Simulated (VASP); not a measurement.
A run of VASP 6.6.1 is set up as follows.

INCAR

```
SYSTEM = NaF
PREC = Accurate ; ENCUT = 520
EDIFF = 1E-8 ; ISMEAR = -1
SIGMA = 0.02 ; LREAL = .False.
LASPH = .True. ; NELM = 60
ALGO = Normal ; ISIF = 2
LWAVE = .False. ; LCHARG = .False.
GGA = CA ; LEFG = .True.
NBANDS = 14
```

KPOINTS

```
Automatic mesh
0
Gamma
  10 10 10
  0 0 0
```

POSCAR

```
NaF
1.0
    0.0000000000      2.3310186614      2.3310186614
    2.3310186614      0.0000000000      2.3310186614
    2.3310186614      2.3310186614      0.0000000000
Na F
1 1
Direct
    0.0000000000      0.0000000000      0.0000000000
    0.5000000000      0.5000000000      0.5000000000
```

Potentials or basis: VASP PAW LDA potentials, release 64 (Na_pv, F).

Launch:

```bash
$ cat potpaw_LDA.64/Na_pv/POTCAR potpaw_LDA.64/F/POTCAR > POTCAR
$ mpirun -np 1 vasp_std > vasp.out
```

**Question.** Predict the band gap on the k mesh.

**Answer.** 5.86 eV, direct.

**Question.** What does it give for the pressure?

**Answer.** -5.1 GPa.

Caveat: without QUAD_EFG the Cq values of the log hold for a quadrupole moment of 1 mb, not for the nuclei. A k mesh can miss the band edges.
